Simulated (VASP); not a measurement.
Ti: single point with LDA

The system is Ti.

```
CELL_PARAMETERS angstrom
2.86387 0.00000 0.00000
-1.43193 2.48018 0.00000
0.00000 0.00000 4.53999
ATOMIC_POSITIONS crystal
Ti 0.33333 0.66667 0.25000
Ti 0.66667 0.33333 0.75000
```

```yaml
Program: VASP 6.6.1
Task: single point
Functional: LDA
Potentials_or_basis: VASP PAW LDA potentials, release 64 (Ti_sv)
Cutoff: 520 eV
k_mesh: 12 × 12 × 7
Occupations: fermi-dirac, width 0.1 eV
Spin: no spin polarisation
```

```
Pressure               : -0.2 GPa
Band gap on the k mesh : zero (bands 12 and 13 overlap by 1.02 eV)
```

Levels at points of the mesh, in eV from the Fermi level:
```
           k point  band 9  band 10  band 11  band 12  band 13  band 14  band 15  band 16
(0.00, 0.00, 0.00)   -6.26    -2.84     0.81     0.81     0.95     1.13     1.36     1.36
(0.50, 0.00, 0.00)   -2.39    -2.36    -2.02    -0.43     0.48     0.71     1.30     3.68
```

It took 69 s on 1 thread of AMD EPYC 7R43 64-Core Processor (Zen 3), with other jobs on the host, peak memory 0.13 GiB.
